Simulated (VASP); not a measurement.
A run of VASP 6.6.1 is set up as follows.

File INCAR:

```
PREC = Accurate
ENCUT = 500
EDIFF = 1E-6
ISMEAR = 0
SIGMA = 0.2
LREAL = F
LASPH = T
NELM = 200
ALGO = Normal
ISIF = 2
LWAVE = F
LCHARG = F
GGA = PE
NBANDS = 35
GGA_COMPAT = F
LMAXMIX = 6
```

Contents of KPOINTS:

```
regular mesh
0
Gamma
  4 4 3
```

Contents of POSCAR:

```
CaNdAu3
1.0
    4.0146852726      0.0000000000      0.0000000000
    0.0000000000      4.0146852726      0.0000000000
    0.0000000000      0.0000000000      8.1774765253
Ca Nd Au
1 1 3
Direct
    0.5000000000      0.5000000000      0.0000000000
    0.5000000000      0.5000000000      0.5000000000
    0.0000000000      0.0000000000      0.0000000000
    0.0000000000      0.0000000000      0.6728335906
    0.0000000000      0.0000000000      0.3271664094
```

Potentials or basis: VASP PAW PBE potentials, release 64 (Ca_sv, Nd_3, Au), 4f in core.

Launch:

```sh
$ cat potpaw_PBE.64/Ca_sv/POTCAR potpaw_PBE.64/Nd_3/POTCAR potpaw_PBE.64/Au/POTCAR > POTCAR
$ mpirun -np 1 vasp_std > vasp.out
```

**Question.** Estimate the band gap on the k mesh.

**Answer.** Zero (bands 27 and 28 overlap by 1.42 eV).

**Question.** Predict the largest force.

**Answer.** 0.034 eV/Å.

**Question.** Predict the pressure.

**Answer.** -0.1 GPa.

Forces on the atoms (eV/Å):
```
Ca   0.000  0.000  0.000
Nd   0.000  0.000  0.000
Au   0.000  0.000  0.000
Au   0.000  0.000 -0.034
Au   0.000  0.000  0.034
```

Caveat: the k points lie up to 0.39 Å⁻¹ apart, too coarse for converged energies and pressures of a metal; spin-orbit coupling is left out, which moves the levels of the heavy elements; the 4f electrons are frozen in the core, so they carry no moment and show no levels. Spin polarisation is off, so any magnetic state and its effect on volume and gap are missing.
